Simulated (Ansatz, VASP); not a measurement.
## Tl: VASP beside Ansatz

```
Tl
1.0
    -1.97907    1.97907    1.97907
     1.97907   -1.97907    1.97907
     1.97907    1.97907   -1.97907
Tl
1
Direct
  0.00000 0.00000 0.00000
```

Change from the starting cell: volume scaled by 1.06.

Alike in both runs: task single point; functional LDA; k mesh 13 × 13 × 13; occupations fermi-dirac, width 0.05 eV; no spin polarisation.

|  | VASP | Ansatz |
| --- | --- | --- |
| version | VASP 6.6.1 | Ansatz 0.2.0 |
| potentials or method | VASP PAW LDA potentials, release 64 (Tl_d), cutoff 520 eV | all-electron LAPW, scalar-relativistic |

|  | VASP | Ansatz | Ansatz less VASP |
| --- | --- | --- | --- |
| pressure (GPa) | -3.8 | -3.9 | -0.04 |

LDA's correlation is that of Perdew and Zunger in VASP and of Perdew and Wang (1992) in Ansatz. Ansatz ran all-electron here, and VASP with PAW potentials.

Spin-orbit coupling is off throughout.
